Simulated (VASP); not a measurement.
# Sc (I4/mmm) in VASP: notebook

The runs below take Sc through single point, with PBEsol.

Program: VASP 6.6.1. These are calculated values, not measurements. Logs are shortened: lines on timing, memory, paths and dates and some standing lists are left out, and cuts for length are marked.

### Step 1. The cell of the first run

Symmetry: I4/mmm, No. 139, tetragonal system. Conventional cell: a = 3.211 Å, b = 3.211 Å, c = 4.314 Å, α = 90.00°, β = 90.00°, γ = 90.00°. Within 4.1 Å of Sc (site symmetry 4/mmm) lie 12 Sc at 3.13 to 3.21 Å.

### Step 2. Single point, PBEsol (strain +0.000 along x and y, -0.050 along z)

Input file INCAR:

```
SYSTEM = Sc
PREC = Accurate
ENCUT = 520
EDIFF = 1E-6
ISMEAR = 0
SIGMA = 0.15
LREAL = .False.
LASPH = .True.
NELM = 80
ALGO = Fast
ISIF = 2
LWAVE = .False.
LCHARG = .True.
GGA = PS
LELF = .True.
LVHAR = .True.
NBANDS = 12
```

Input file KPOINTS:

```
regular mesh
0
Gamma
  18 18 18
  0 0 0
```

Input file POSCAR:

```
Sc
1.0
    0.0000000000      2.2705000000      2.1569750000
    2.2705000000      0.0000000000      2.1569750000
    2.2705000000      2.2705000000      0.0000000000
Sc
1
Direct
    0.0000000000      0.0000000000      0.0000000000
```

Potentials or basis: VASP PAW PBE potentials, release 64 (Sc_sv).

On the command line:

```console
> cat potpaw_PBE.64/Sc_sv/POTCAR > POTCAR
> mpirun -np 1 vasp_std > vasp.out
```

OUTCAR:

```text
SYSTEM = Sc
   PREC = Accurate
   ENCUT = 520
   EDIFF = 1E-6
   ISMEAR = 0
   LREAL = .False.
   LASPH = .True.
   NELM = 80
   ISIF = 2
   GGA = PS

 ion  position               nearest neighbor table
   1  0.000  0.000  0.000-

  LATTYP: Found a body centered tetragonal cell.
 ALAT       =     3.2109718934
 C/A-ratio  =     1.3435028843

  Lattice vectors:

 A1 = (   0.0000000000,  -2.2705000000,  -2.1569750000)
 A2 = (   0.0000000000,   2.2705000000,  -2.1569750000)
 A3 = (   2.2705000000,   0.0000000000,   2.1569750000)

Analysis of symmetry for initial positions (statically):
=====================================================================
 Subroutine PRICEL returns:
 Original cell was already a primitive cell.

 Routine SETGRP: Setting up the symmetry group for a
 body centered tetragonal supercell.

 Subroutine GETGRP returns: Found 16 space group operations
 (whereof 16 operations were pure point group operations)
 out of a pool of 16 trial point group operations.

The static configuration has the point symmetry D_4h.

Analysis of symmetry for dynamics (positions and initial velocities):
=====================================================================
 Subroutine PRICEL returns:
 Original cell was already a primitive cell.

 Routine SETGRP: Setting up the symmetry group for a
 body centered tetragonal supercell.

 Subroutine GETGRP returns: Found 16 space group operations
 (whereof 16 operations were pure point group operations)
 out of a pool of 16 trial point group operations.

The dynamic configuration has the point symmetry D_4h.

 Subroutine INISYM returns: Found 16 space group operations
 (whereof 16 operations are pure point group operations),
 and found     1 'primitive' translations

----------------------------------------------------------------------------------------

                                     Primitive cell

  volume of cell :      22.2391

  direct lattice vectors                    reciprocal lattice vectors
     0.000000000  2.270500000  2.156975000    -0.220215811  0.220215811  0.231806117
     2.270500000  0.000000000  2.156975000     0.220215811 -0.220215811  0.231806117
     2.270500000  2.270500000  0.000000000     0.220215811  0.220215811 -0.231806117

  length of vectors
     3.131726585  3.131726585  3.210971893     0.388231997  0.388231997  0.388231997

  position of ions in fractional coordinates (direct lattice)
     0.000000000  0.000000000  0.000000000

  ion indices of the primitive-cell ions
   primitive index   ion index
                 1           1

----------------------------------------------------------------------------------------

 KPOINTS: regular mesh

Automatic generation of k-mesh.
 Grid dimensions read from file:
 generate k-points for:   18   18   18

 Generating k-lattice:

  Cartesian coordinates                     Fractional coordinates (reciprocal lattice)
    -0.012234212  0.012234212  0.012878118     0.055555556  0.000000000  0.000000000
     0.012234212 -0.012234212  0.012878118     0.000000000  0.055555556  0.000000000
     0.012234212  0.012234212 -0.012878118    -0.000000000 -0.000000000  0.055555556

  Length of vectors
     0.021568444  0.021568444  0.021568444

  Shift w.r.t. Gamma in fractional coordinates (k-lattice)
     0.000000000  0.000000000  0.000000000

 Subroutine IBZKPT returns following result:
 ===========================================

 Found    480 irreducible k-points:

 Following reciprocal coordinates:
            Coordinates               Weight
  0.000000  0.000000  0.000000      1.000000
  0.055556 -0.000000  0.000000      8.000000
  0.111111 -0.000000  0.000000      8.000000
  0.166667  0.000000  0.000000      8.000000
  0.222222 -0.000000  0.000000      8.000000
  0.277778 -0.000000  0.000000      8.000000
[... 16 lines left out ...]
 -0.277778  0.055556  0.000000      8.000000
 -0.222222  0.055556  0.000000      8.000000
 [... further k-points ...]
   k-points           NKPTS =    480   k-points in BZ     NKDIM =    480   number of bands    NBANDS=     12
   number of dos      NEDOS =    301   number of ions     NIONS =      1
   total plane-waves  NPLWV =  13824
   dimension x,y,z NGX =    24 NGY =   24 NGZ =   24
   dimension x,y,z NGXF=    48 NGYF=   48 NGZF=   48
   ions per type =               1
   NGX,Y,Z   is equivalent  to a cutoff of  12.74, 12.74, 12.43 a.u.
   NGXF,Y,Z  is equivalent  to a cutoff of  25.48, 25.48, 24.85 a.u.
 SYSTEM =  Sc
   PREC   = accura    normal or accurate (medium, high low for compatibility)
   ISTART =      0    job   : 0-new  1-cont  2-samecut
   ICHARG =      2    charge: 1-file 2-atom 10-const
   ISPIN  =      1    spin polarized calculation?
   LNONCOLLINEAR =      F non collinear calculations
   LSORBIT =      F    spin-orbit coupling
   LASPH  =      T    aspherical Exc in radial PAW
   ENCUT  =  520.0 eV  38.22 Ry    6.18 a.u.   5.82  5.82  5.97*2*pi/ulx,y,z
   NELM   =     80;   NELMIN=  2; NELMDL= -5     # of ELM steps
   EDIFF  = 0.1E-05   stopping-criterion for ELM
   LREAL  =      F    real-space projection
   EDIFFG = 0.1E-04   stopping-criterion for IOM
   NSW    =      0    number of steps for IOM
   IBRION =     -1    ionic relax: 0-MD 1-quasi-New 2-CG
   NFREE  =      0    steps in history (QN), initial steepest desc. (CG)
   ISIF   =      2    stress and relaxation
   ISYM   =      2    0-nonsym 1-usesym 2-fastsym
   POTIM  = 0.5000    time-step for ionic-motion
   TEBEG  =    0.0;   TEEND  =   0.0 temperature during run
   PSTRESS=    0.0 pullay stress
   NELECT =      11.0000    total number of electrons
   NUPDOWN=      -1.0000    fix difference up-down
   EMIN   =  10.00;   EMAX   =-10.00  energy-range for DOS
   EFERMI =   0.00;   METHOD = LEGACY
   ISMEAR =     0;   SIGMA  =   0.15  broadening in eV -4-tet -1-fermi 0-gaus
   EFERMI_NEDOS =   21; number of points for ismear=-14 and -15
   IALGO  =     68    algorithm
   IMIX   =      4    mixing-type and parameters
     AMIX     =   0.40;   BMIX     =  1.00
     AMIX_MAG =   1.60;   BMIX_MAG =  1.00
  volume/ion in A,a.u.               =      22.24       150.08
  Fermi-wavevector in a.u.,A,eV,Ry     =   1.294692  2.446612 22.806446  1.676227
  Thomas-Fermi vector in A             =   2.426259
   LORBIT       =      0    0 simple, 1 ext, 2 COOP (PROOUT), +10 PAW based schemes
   GGA     = PS    functional components
   LHFCALC =     F    Hartree Fock is set to
   AEXX    =    0.0000 exact exchange contribution
   IVDW    =     0    specifies the selected vdW correction
   LEPSILON=     F    determine dielectric tensor
   LRPA    =     F    only Hartree local field effects (RPA)
 non-spin polarized calculation
 RMM-DIIS sequential band-by-band and
 Gauss-broadening in eV      SIGMA  =   0.15
  energy-cutoff  :      520.00
  volume of cell :       22.24
 maximum number of plane-waves:       612
   NGX = 11   NGY = 11   NGZ = 11

 number of electron      11.0000004 magnetization

 Free energy of the ion-electron system (eV)
  ---------------------------------------------------
  ext. energy  EPLUGINS =         0.00000000
  ---------------------------------------------------
  free energy    TOTEN  =        -6.55087307 eV

  energy without entropy =       -6.53191464  energy(sigma->0) =       -6.54139385

 E-fermi :   4.2610     XC(G=0): -10.4150

 val. band max:        4.2605793921   @ k =  -0.2222   0.3889   0.2222
 cond. band min:       4.2615299087   @ k =  -0.3889   0.3889   0.2222
 fundamental gap:      0.0009505166
 Fermi energy:         4.2610340900

 k-point     1 :       0.0000    0.0000    0.0000
  band No.  band energies     occupation
      1     -44.6957      2.00000
      2     -23.1269      2.00000
      3     -23.1269      2.00000
      4     -23.1267      2.00000
      5      -1.1239      2.00000
      6       5.8652      0.00000
      7       5.8652      0.00000
      8       6.2187      0.00000
      9       7.3313      0.00000
     10       7.7509      0.00000
     11      17.3894      0.00000
     12      20.8094      0.00000

 k-point     2 :       0.0556   -0.0000    0.0000
  band No.  band energies     occupation
      1     -44.6929      2.00000
      2     -23.1448      2.00000
      3     -23.1297      2.00000
      4     -23.1284      2.00000
      5      -1.0372      2.00000
      6       5.8319      0.00000
      7       5.8981      0.00000
      8       6.2178      0.00000
      9       7.3117      0.00000
     10       7.7209      0.00000
     11      17.4869      0.00000
     12      20.3099      0.00000

 k-point     3 :       0.1111   -0.0000    0.0000
  band No.  band energies     occupation
      1     -44.6848      2.00000
      2     -23.1960      2.00000
      3     -23.1378      2.00000
      4     -23.1331      2.00000
      5      -0.7824      2.00000
      6       5.6934      0.00000
      7       5.9797      0.00000
      8       6.2597      0.00000
      9       7.2743      0.00000
     10       7.6475      0.00000
     11      17.6967      0.00000
     12      19.1451      0.00000
[... 286 lines left out ...]
 k-point    23 :      -0.2778    0.0556    0.0000
  band No.  band energies     occupation
      1     -44.6343      2.00000
      2     -23.4901      2.00000
      3     -23.1825      2.00000
      4     -23.1810      2.00000
      5       1.0066      2.00000
      6       4.8436      0.00000
      7       5.9959      0.00000
      8       6.2340      0.00000
      9       7.5749      0.00000
     10       8.0740      0.00000
     11      14.7416      0.00000
     12      17.8288      0.00000

 k-point    24 :      -0.2222    0.0556    0.0000
  band No.  band energies     occupation
      1     -44.6504      2.00000
      2     -23.3944      2.00000
      3     -23.1731      2.00000
      4     -23.1648      2.00000
      5       0.3924      2.00000
      6       5.0680      0.00000
      7       6.1124      0.00000
      8       6.3289      0.00000
      9       7.2598      0.00000
     10       7.8614      0.00000
     11      15.9643      0.00000
     12      18.1760      0.00000

 [... further k-points ...]

------------------------ aborting loop because EDIFF is reached ----------------------------------------

  FORCE on cell =-STRESS in cart. coord.  units (eV):
  Direction    XX          YY          ZZ          XY          YZ          ZX
  --------------------------------------------------------------------------------------
  -------------------------------------------------------------------------------------
  Total        0.4196012      0.4196012      0.6194906      0.0000000      0.0000000      0.0000000
  in kB       30.2293742     30.2293742     44.6300312      0.0000000      0.0000000      0.0000000
  external PRESSURE =      35.0295932 kB  Pullay stress =       0.0000000 kB

 VOLUME and BASIS-vectors are now :
 -----------------------------------------------------------------------------
  energy-cutoff  :      520.00
  volume of cell :       22.24
      direct lattice vectors                 reciprocal lattice vectors
     0.000000000  2.270500000  2.156975000    -0.220215811  0.220215811  0.231806117
     2.270500000  0.000000000  2.156975000     0.220215811 -0.220215811  0.231806117
     2.270500000  2.270500000  0.000000000     0.220215811  0.220215811 -0.231806117

 POSITION                                       TOTAL-FORCE (eV/Angst)
 -----------------------------------------------------------------------------------
      0.00000      0.00000      0.00000         0.000000      0.000000      0.000000
 -----------------------------------------------------------------------------------
    total drift:                               -0.000000      0.000000      0.000000

  FREE ENERGIE OF THE ION-ELECTRON SYSTEM (eV)
  ---------------------------------------------------
  free  energy   TOTEN  =        -6.5508730706 eV

  energy  without entropy=       -6.5319146360  energy(sigma->0) =       -6.54139385
```

Wall time 2.2 min (1 thread of Intel Xeon 8259CL, shared host); peak memory 0.24 GiB.

What came out:

| Property | Result |
| --- | --- |
| Free energy | -6.5509 eV |
| Pressure | 3.5 GPa |
| Band gap on the k mesh | zero (an odd number of electrons rules out a gap without spin polarisation) |

Stress tensor (GPa, compression positive):
```
3.02 0.00 0.00
0.00 3.02 0.00
0.00 0.00 4.46
```

Caveat: the cell differs from its parent crystal (strain +0.000 along x and y, -0.050 along z); the cell stands under pressure; the PAW data sets were made with another functional, which shifts forces and pressure a little.

### Step 3. Single point, PBEsol (strain +0.025 along x and y, -0.050 along z)

Input file INCAR:

```
SYSTEM = Sc
PREC = Accurate
ENCUT = 520
EDIFF = 1E-6
ISMEAR = 0
SIGMA = 0.15
LREAL = .FALSE.
LASPH = .TRUE.
NELM = 80
ALGO = Fast
ISIF = 2
LWAVE = .FALSE.
LCHARG = .TRUE.
GGA = PS
LELF = .TRUE.
LVHAR = .TRUE.
NBANDS = 12
```

Input file KPOINTS:

```
Automatic mesh
0
G
  18 18 18
  0 0 0
```

Input file POSCAR:

```
Sc
1.0
    0.0000000000      2.3272625000      2.1569750000
    2.3272625000      0.0000000000      2.1569750000
    2.3272625000      2.3272625000      0.0000000000
Sc
1
Direct
    0.0000000000      0.0000000000      0.0000000000
```

Potentials or basis: VASP PAW PBE potentials, release 64 (Sc_sv).

On the command line:

```console
> cat potpaw_PBE.64/Sc_sv/POTCAR > POTCAR
> mpirun -np 1 vasp_std > vasp.out
```

Run time: 2.2 min. Hardware: 1 thread of Intel Xeon 8259CL, shared host; peak memory 0.24 GiB.

The run converged. Its results:

- Free energy: -6.5616 eV
- Pressure: 0.6 GPa
- Band gap on the k mesh: zero (an odd number of electrons rules out a gap without spin polarisation)

Stress tensor (GPa, compression positive):
```
-0.08  0.00  0.00
 0.00 -0.08  0.00
 0.00  0.00  1.81
```

Levels at points of the mesh, in eV from the Fermi level:
```csv
k point,band 2,band 3,band 4,band 5,band 6,band 7,band 8,band 9
"(0.00, 0.00, 0.00)",-27.56,-27.56,-27.56,-5.30,1.50,1.50,1.99,2.81
"(0.50, 0.00, 0.00)",-28.04,-27.65,-27.60,-1.84,0.35,1.23,1.84,3.96
"(0.50, 0.50, 0.00)",-28.01,-27.77,-27.77,-1.58,-0.84,2.91,4.08,4.36
"(0.50, 0.00, 0.50)",-28.01,-27.74,-27.68,-1.68,-0.62,1.74,4.05,4.15
```

Caveat: the cell differs from its parent crystal (strain +0.025 along x and y, -0.050 along z); the PAW data sets were made with another functional, which shifts forces and pressure a little.

[end of part 1 of 2]
